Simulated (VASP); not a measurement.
Write the native input for VASP 6.6.1 that does the following.

```yaml
Task: single point
Functional: PBE
Potentials_or_basis: VASP PAW PBE potentials, release 64 (Pb_d, I)
Cutoff: 500 eV
k_mesh: 7 × 7 × 4
Occupations: fermi-dirac, width 0.03 eV
Spin: no spin polarisation
Dipole_correction: no
Further_INCAR_settings: ALGO = Normal; EDIFF = 1e-06; NBANDS = 21
```

The structure of PbI2 lies in POSCAR:

```
PbI2
1.0
    4.1742727887      0.0000000000      0.0000000000
   -2.0871363943      3.6150262773      0.0000000000
    0.0000000000      0.0000000000      6.6461026403
Pb I
1 2
Direct
    0.0000000000      0.0000000000      0.0000000000
    0.6666666667      0.3333333333      0.7018888815
    0.3333333333      0.6666666667      0.2981111185
```

These files were run (other wordings do the same):

INCAR

```
PREC = Accurate
ENCUT = 500
EDIFF = 1E-6
ISMEAR = -1
SIGMA = 0.03
LREAL = False
LASPH = True
NELM = 120
ALGO = Normal
ISIF = 2
LWAVE = False
LCHARG = False
GGA = PE
NBANDS = 21
GGA_COMPAT = False
```

KPOINTS

```
regular mesh
0
Gamma
  7 7 4
```

Potentials or basis: VASP PAW PBE potentials, release 64 (Pb_d, I).

Command:

```sh
$ cat potpaw_PBE.64/Pb_d/POTCAR potpaw_PBE.64/I/POTCAR > POTCAR
$ mpirun -np 1 vasp_std > vasp.out
```

It gave:

```yaml
Pressure: 8.3 GPa
Band_gap_on_the_k_mesh: 1.51 eV (least direct gap 1.80 eV)
```

Caveat: the cell stands under pressure; spin-orbit coupling is left out, which moves the levels of the heavy elements; an odd mesh through Γ misses points on the zone boundary, where band edges can lie.

It took 62 s on 1 thread of AMD EPYC 7R43 64-Core Processor (Zen 3) (shared host), peak memory 0.18 GiB.
